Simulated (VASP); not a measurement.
**CoO: single point with PBEsol+U**

Crystal: CoO.

```xyz
2
Lattice="-1.5080 1.5080 2.1073 1.5080 -1.5080 2.1073 1.5080 1.5080 -2.1073" Properties=species:S:1:pos:R:3 pbc="T T T"
Co    0.0000    0.0000    0.0000
O     0.0000    0.0000    2.1073
```

```
Program             : VASP 6.6.1
Task                : single point
Functional          : PBEsol
Potentials or basis : VASP PAW PBE potentials, release 64 (Co, O)
Cutoff              : 520 eV
k mesh              : 9 × 9 × 9
Occupations         : gaussian, width 0.05 eV
Spin                : no spin polarisation
Hubbard terms       : Co d U = 4.0 eV, J = 0.5 eV
```

- Pressure: -28.5 GPa

Stress tensor (GPa, compression positive):
```
-28.41   0.00   0.00
  0.00 -28.41   0.00
  0.00   0.00 -28.71
```

Levels at points of the mesh, in eV from the Fermi level:
| k point | band 4 | band 5 | band 6 | band 7 | band 8 | band 9 | band 10 | band 11 | band 12 | band 13 |
| --- | --- | --- | --- | --- | --- | --- | --- | --- | --- | --- |
| (0.00, 0.00, 0.00) | -3.41 | -3.02 | -3.02 | -2.92 | -0.96 | -0.95 | 1.18 | 16.76 | 17.50 | 17.50 |

Eigenvalues of the final occupation matrices:
```tsv
site	spin	trace	eigenvalues
site 1 d	1	3.69	0.40 0.42 0.96 0.96 0.96
site 1 d	2	3.69	0.40 0.42 0.96 0.96 0.96
```

Run time: 27 s on 1 thread of Intel Xeon 8259CL (shared host), peak memory 0.15 GiB.

Caveat: the PAW data sets were made with another functional, which shifts forces and pressure a little; an odd number of electrons without spin polarisation forces a metal; a magnetic or distorted state may lie lower; the run has no spin polarisation, though such a crystal can be magnetic; U without spin polarisation on a metal has little footing. Spin polarisation is off, so any magnetic state and its effect on volume and gap are missing.
